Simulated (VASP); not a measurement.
Set up this calculation in VASP 6.6.1, as the native input.

```yaml
Task: single point
Functional: PBE
Potentials_or_basis: VASP PAW PBE potentials, release 64 (Ba_sv, S)
Cutoff: 520 eV
k_mesh: 8 × 8 × 8
Occupations: fermi-dirac, width 0.02 eV
Spin: no spin polarisation
Dipole_correction: no
Further_INCAR_settings: ALGO = Normal; EDIFF = 1e-06; NBANDS = 15
```

The structure of BaS lies in POSCAR:

```
BaS
1.0
    0.0000000000      3.2117958731      3.2117958731
    3.2117958731      0.0000000000      3.2117958731
    3.2117958731      3.2117958731      0.0000000000
Ba S
1 1
Direct
    0.0000000000      0.0000000000      0.0000000000
    0.5000000000      0.5000000000      0.5000000000
```

These files were run (other wordings do the same):

INCAR

```
PREC = Accurate
ENCUT = 520
EDIFF = 1E-6
ISMEAR = -1
SIGMA = 0.02
LREAL = False
LASPH = True
NELM = 100
ALGO = Normal
ISIF = 2
LWAVE = False
LCHARG = True
GGA = PE
LELF = True
LVHAR = True
NBANDS = 15
```

KPOINTS

```
regular mesh
0
Gamma
  8 8 8
```

Potentials or basis: VASP PAW PBE potentials, release 64 (Ba_sv, S).

Run with:

```bash
$ cat potpaw_PBE.64/Ba_sv/POTCAR potpaw_PBE.64/S/POTCAR > POTCAR
$ mpirun -np 1 vasp_std > vasp.out
```

It gave:

The pressure is 0.6 GPa and the band gap on the k mesh is 2.13 eV (least direct gap 2.28 eV).

Caveat: spin-orbit coupling is left out, which moves the levels of the heavy elements.

Run time: 48 s on 1 thread of Intel Xeon 8259CL, with other jobs on the host, peak memory 0.21 GiB.
